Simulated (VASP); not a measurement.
## P: single point with PBE

The system is P.

```
CELL_PARAMETERS angstrom
0.00000 2.08472 2.08472
2.08472 0.00000 2.08472
2.08472 2.08472 0.00000
ATOMIC_POSITIONS crystal
P 0.00000 0.00000 0.00000
```

This cell differs from its parent crystal: N replaced by P, lengths x 1.304, strained.

```
Program             : VASP 6.6.1
Task                : single point
Functional          : PBE
Potentials or basis : VASP PAW PBE potentials, release 64 (P)
Cutoff              : 500 eV
k mesh              : 8 × 8 × 8
Occupations         : gaussian, width 0.1 eV
Spin                : no spin polarisation
```

```
Pressure               : -12.1 GPa
Band gap on the k mesh : zero (an odd number of electrons rules out a gap without spin polarisation)
```

Levels at points of the mesh, in eV from the Fermi level:
```tsv
k point	band 1	band 2	band 3	band 4	band 5	band 6
(0.00, 0.00, 0.00)	-14.10	5.15	5.15	5.15	11.15	11.15
(0.50, 0.00, 0.00)	-9.69	-6.21	3.70	3.70	9.40	10.37
(0.50, 0.50, 0.00)	-7.81	-5.17	0.65	0.65	5.09	5.20
```

It took 8.1 s on 1 thread of Intel Xeon 8259CL, on a shared host, peak memory 0.12 GiB.

Caveat: the cell differs from its parent crystal (N replaced by P, lengths x 1.304, strained); the cell stands under tension.
